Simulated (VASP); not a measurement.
# Ge (Fm-3m) in VASP: single point with PBE+D3(BJ)

Aim: the single point of Ge with PBE+D3(BJ).

Everything below comes from runs of VASP 6.6.1. Logs are shortened: lines on timing, memory, paths and dates and some standing lists are left out, and cuts for length are marked.

**1. The cell of the first run**

It takes space group Fm-3m (No. 225, cubic). Conventional cell: a = 4.197 Å, b = 4.197 Å, c = 4.197 Å, α = 90.00°, β = 90.00°, γ = 90.00°. Ge (site symmetry m-3m) has 12 Ge at 2.97 Å within 3.9 Å.

**2. Single point, PBE+D3(BJ)**

Contents of INCAR:

```
SYSTEM = Ge
  PREC = Accurate
  ENCUT = 500
  EDIFF = 1E-6
  ISMEAR = 0
  SIGMA = 0.1
  LREAL = .FALSE.
  LASPH = .TRUE.
  NELM = 120
  ALGO = Normal
  ISIF = 2
  LWAVE = .FALSE.
  LCHARG = .FALSE.
  GGA = PE
  IVDW = 12
  NBANDS = 13
  GGA_COMPAT = .FALSE.
```

Contents of KPOINTS:

```
Automatic mesh
0
G
  8 8 8
  0 0 0
```

Contents of POSCAR:

```
Ge
1.0
    0.0000000000      2.0983605250      2.0983605250
    2.0983605250      0.0000000000      2.0983605250
    2.0983605250      2.0983605250      0.0000000000
Ge
1
Direct
    0.0000000000      0.0000000000      0.0000000000
```

Potentials or basis: VASP PAW PBE potentials, release 64 (Ge_d).

On the command line:

```bash
> cat potpaw_PBE.64/Ge_d/POTCAR > POTCAR
> mpirun -np 1 vasp_std > vasp.out
```

OUTCAR:

```text
SYSTEM = Ge
   PREC = Accurate
   ENCUT = 500
   EDIFF = 1E-6
   ISMEAR = 0
   LREAL = .FALSE.
   LASPH = .TRUE.
   NELM = 120
   ISIF = 2
   GGA = PE
   IVDW = 12
 IVDW          = 12

 ion  position               nearest neighbor table
   1  0.000  0.000  0.000-

  LATTYP: Found a face centered cubic cell.
 ALAT       =     4.1967210500

  Lattice vectors:

 A1 = (   0.0000000000,   2.0983605250,   2.0983605250)
 A2 = (   2.0983605250,   0.0000000000,   2.0983605250)
 A3 = (   2.0983605250,   2.0983605250,   0.0000000000)

Analysis of symmetry for initial positions (statically):
=====================================================================
 Subroutine PRICEL returns:
 Original cell was already a primitive cell.

 Routine SETGRP: Setting up the symmetry group for a
 face centered cubic supercell.

 Subroutine GETGRP returns: Found 48 space group operations
 (whereof 48 operations were pure point group operations)
 out of a pool of 48 trial point group operations.

The static configuration has the point symmetry O_h .

Analysis of symmetry for dynamics (positions and initial velocities):
=====================================================================
 Subroutine PRICEL returns:
 Original cell was already a primitive cell.

 Routine SETGRP: Setting up the symmetry group for a
 face centered cubic supercell.

 Subroutine GETGRP returns: Found 48 space group operations
 (whereof 48 operations were pure point group operations)
 out of a pool of 48 trial point group operations.

The dynamic configuration has the point symmetry O_h .

 Subroutine INISYM returns: Found 48 space group operations
 (whereof 48 operations are pure point group operations),
 and found     1 'primitive' translations

----------------------------------------------------------------------------------------

                                     Primitive cell

  volume of cell :      18.4787

  direct lattice vectors                    reciprocal lattice vectors
     0.000000000  2.098360525  2.098360525    -0.238281265  0.238281265  0.238281265
     2.098360525  0.000000000  2.098360525     0.238281265 -0.238281265  0.238281265
     2.098360525  2.098360525  0.000000000     0.238281265  0.238281265 -0.238281265

  length of vectors
     2.967529913  2.967529913  2.967529913     0.412715257  0.412715257  0.412715257

  position of ions in fractional coordinates (direct lattice)
     0.000000000  0.000000000  0.000000000

  ion indices of the primitive-cell ions
   primitive index   ion index
                 1           1

----------------------------------------------------------------------------------------

 KPOINTS: Automatic mesh

Automatic generation of k-mesh.
 Grid dimensions read from file:
 generate k-points for:    8    8    8

 Generating k-lattice:

  Cartesian coordinates                     Fractional coordinates (reciprocal lattice)
    -0.029785158  0.029785158  0.029785158     0.125000000  0.000000000  0.000000000
     0.029785158 -0.029785158  0.029785158     0.000000000  0.125000000  0.000000000
     0.029785158  0.029785158 -0.029785158     0.000000000  0.000000000  0.125000000

  Length of vectors
     0.051589407  0.051589407  0.051589407

  Shift w.r.t. Gamma in fractional coordinates (k-lattice)
     0.000000000  0.000000000  0.000000000

 Subroutine IBZKPT returns following result:
 ===========================================

 Found     29 irreducible k-points:

 Following reciprocal coordinates:
            Coordinates               Weight
  0.000000  0.000000  0.000000      1.000000
  0.125000  0.000000  0.000000      8.000000
  0.250000  0.000000  0.000000      8.000000
  0.375000  0.000000  0.000000      8.000000
  0.500000  0.000000  0.000000      4.000000
  0.125000  0.125000  0.000000      6.000000
[... 16 lines left out ...]
  0.500000  0.250000  0.125000     48.000000
 -0.375000  0.250000  0.125000     24.000000
 [... further k-points ...]
   k-points           NKPTS =     29   k-points in BZ     NKDIM =     29   number of bands    NBANDS=     13
   number of dos      NEDOS =    301   number of ions     NIONS =      1
   total plane-waves  NPLWV =  13824
   dimension x,y,z NGX =    24 NGY =   24 NGZ =   24
   dimension x,y,z NGXF=    48 NGYF=   48 NGZF=   48
   ions per type =               1
   NGX,Y,Z   is equivalent  to a cutoff of  13.45, 13.45, 13.45 a.u.
   NGXF,Y,Z  is equivalent  to a cutoff of  26.89, 26.89, 26.89 a.u.
 SYSTEM =  Ge
   PREC   = accura    normal or accurate (medium, high low for compatibility)
   ISTART =      0    job   : 0-new  1-cont  2-samecut
   ICHARG =      2    charge: 1-file 2-atom 10-const
   ISPIN  =      1    spin polarized calculation?
   LNONCOLLINEAR =      F non collinear calculations
   LSORBIT =      F    spin-orbit coupling
   LASPH  =      T    aspherical Exc in radial PAW
   ENCUT  =  500.0 eV  36.75 Ry    6.06 a.u.   5.41  5.41  5.41*2*pi/ulx,y,z
   NELM   =    120;   NELMIN=  2; NELMDL= -5     # of ELM steps
   EDIFF  = 0.1E-05   stopping-criterion for ELM
   LREAL  =      F    real-space projection
   EDIFFG = 0.1E-04   stopping-criterion for IOM
   NSW    =      0    number of steps for IOM
   IBRION =     -1    ionic relax: 0-MD 1-quasi-New 2-CG
   NFREE  =      0    steps in history (QN), initial steepest desc. (CG)
   ISIF   =      2    stress and relaxation
   ISYM   =      2    0-nonsym 1-usesym 2-fastsym
   POTIM  = 0.5000    time-step for ionic-motion
   TEBEG  =    0.0;   TEEND  =   0.0 temperature during run
   PSTRESS=    0.0 pullay stress
   NELECT =      14.0000    total number of electrons
   NUPDOWN=      -1.0000    fix difference up-down
   EMIN   =  10.00;   EMAX   =-10.00  energy-range for DOS
   EFERMI =   0.00;   METHOD = LEGACY
   ISMEAR =     0;   SIGMA  =   0.10  broadening in eV -4-tet -1-fermi 0-gaus
   EFERMI_NEDOS =   21; number of points for ismear=-14 and -15
   IALGO  =     38    algorithm
   IMIX   =      4    mixing-type and parameters
     AMIX     =   0.40;   BMIX     =  1.00
     AMIX_MAG =   1.60;   BMIX_MAG =  1.00
  volume/ion in A,a.u.               =      18.48       124.70
  Fermi-wavevector in a.u.,A,eV,Ry     =   1.492430  2.820284 30.304914  2.227348
  Thomas-Fermi vector in A             =   2.604959
   LORBIT       =      0    0 simple, 1 ext, 2 COOP (PROOUT), +10 PAW based schemes
   GGA     = PE    functional components
   LHFCALC =     F    Hartree Fock is set to
   AEXX    =    0.0000 exact exchange contribution
   IVDW    =    12    specifies the selected vdW correction
   LEPSILON=     F    determine dielectric tensor
   LRPA    =     F    only Hartree local field effects (RPA)
 non-spin polarized calculation
 Gauss-broadening in eV      SIGMA  =   0.10
  energy-cutoff  :      500.00
  volume of cell :       18.48
 maximum number of plane-waves:       489
 NGX is ok and might be reduce to    24
   NGX = 11   NGY = 11   NGZ = 11

 number of electron      13.9999991 magnetization

 Free energy of the ion-electron system (eV)
  ---------------------------------------------------
  ext. energy  EPLUGINS =         0.00000000
  ---------------------------------------------------
  free energy    TOTEN  =        -4.18430098 eV

  energy without entropy =       -4.17859671  energy(sigma->0) =       -4.18144885

 E-fermi :   7.1231     XC(G=0): -11.4010

 val. band max:        7.1016133877   @ k =  -0.3750   0.2500   0.0000
 cond. band min:       7.4648468765   @ k =  -0.3750   0.5000   0.1250
 fundamental gap:      0.3632334888
 Fermi energy:         7.1231248077

 k-point     1 :       0.0000    0.0000    0.0000
  band No.  band energies     occupation
      1     -17.6998      2.00000
      2     -17.6998      2.00000
      3     -17.6998      2.00000
      4     -17.6469      2.00000
      5     -17.6469      2.00000
      6      -6.3237      2.00000
      7      16.2320      0.00000
      8      16.2320      0.00000
      9      16.2320      0.00000
     10      21.2439      0.00000
     11      21.2439      0.00000
     12      21.2439      0.00000
     13      22.2034      0.00000

 k-point     2 :       0.1250    0.0000    0.0000
  band No.  band energies     occupation
      1     -17.6998      2.00000
      2     -17.6923      2.00000
      3     -17.6923      2.00000
      4     -17.6467      2.00000
      5     -17.6467      2.00000
      6      -5.9271      2.00000
      7      13.0287      0.00000
      8      15.6833      0.00000
      9      15.6833      0.00000
     10      19.9779      0.00000
     11      22.1866      0.00000
     12      22.1866      0.00000
     13      25.0351      0.00000

 k-point     3 :       0.2500    0.0000    0.0000
  band No.  band energies     occupation
      1     -17.7006      2.00000
      2     -17.6863      2.00000
      3     -17.6863      2.00000
      4     -17.6334      2.00000
      5     -17.6333      2.00000
      6      -4.7394      2.00000
      7       8.2762      0.00000
      8      14.8296      0.00000
      9      14.8296      0.00000
     10      19.3741      0.00000
     11      21.8821      0.00000
     12      21.8821      0.00000
     13      23.6610      0.00000
[... 305 lines left out ...]
 k-point    23 :       0.5000    0.2500    0.1250
  band No.  band energies     occupation
      1     -17.7031      2.00000
      2     -17.6898      2.00000
      3     -17.6583      2.00000
      4     -17.6280      2.00000
      5     -17.6047      2.00000
      6      -1.7680      2.00000
      7       5.0150      2.00000
      8       8.9130      0.00000
      9      11.5655      0.00000
     10      18.3428      0.00000
     11      20.9357      0.00000
     12      23.1668      0.00000
     13      27.0880      0.00000

 k-point    24 :      -0.3750    0.2500    0.1250
  band No.  band energies     occupation
      1     -17.7003      2.00000
      2     -17.6901      2.00000
      3     -17.6528      2.00000
      4     -17.6303      2.00000
      5     -17.5989      2.00000
      6       0.0700      2.00000
      7       2.4423      2.00000
      8       8.9504      0.00000
      9      10.7913      0.00000
     10      18.2724      0.00000
     11      20.5986      0.00000
     12      26.0913      0.00000
     13      27.0909      0.00000

 [... further k-points ...]

------------------------ aborting loop because EDIFF is reached ----------------------------------------

 Edisp (eV)   -0.35779

 E8    (eV) :    -0.1579

  FORCE on cell =-STRESS in cart. coord.  units (eV):
  Direction    XX          YY          ZZ          XY          YZ          ZX
  --------------------------------------------------------------------------------------
  -------------------------------------------------------------------------------------
  Total       0.12424     0.12424     0.12424    -0.00000     0.00000     0.00000
  in kB      10.77171    10.77171    10.77171    -0.00000     0.00000     0.00000
  external pressure =       10.77 kB  Pullay stress =        0.00 kB

 VOLUME and BASIS-vectors are now :
 -----------------------------------------------------------------------------
  energy-cutoff  :      500.00
  volume of cell :       18.48
      direct lattice vectors                 reciprocal lattice vectors
     0.000000000  2.098360525  2.098360525    -0.238281265  0.238281265  0.238281265
     2.098360525  0.000000000  2.098360525     0.238281265 -0.238281265  0.238281265
     2.098360525  2.098360525  0.000000000     0.238281265  0.238281265 -0.238281265

 POSITION                                       TOTAL-FORCE (eV/Angst)
 -----------------------------------------------------------------------------------
      0.00000      0.00000      0.00000        -0.000000      0.000000      0.000000
 -----------------------------------------------------------------------------------
    total drift:                               -0.000000      0.000000      0.000000

  FREE ENERGIE OF THE ION-ELECTRON SYSTEM (eV)
  ---------------------------------------------------
  free  energy   TOTEN  =        -4.5420933525 eV

  energy  without entropy=       -4.5363890803  energy(sigma->0) =       -4.53924122
```

Wall time 3.4 s (1 thread of Intel Xeon 6975P-C (Granite Rapids), shared host); peak memory 0.14 GiB.

Results:

| Quantity | Value |
| --- | --- |
| Free energy | -4.5421 eV |
| Pressure | 1.1 GPa |
| Band gap on the k mesh | zero (band 7 reaches 16.23 eV, above the bottom of band 8 at 4.87 eV) |
| Dispersion energy per atom | -0.358 eV |

Caveat: pairwise dispersion overbinds metals, which lowers pressure and volume.
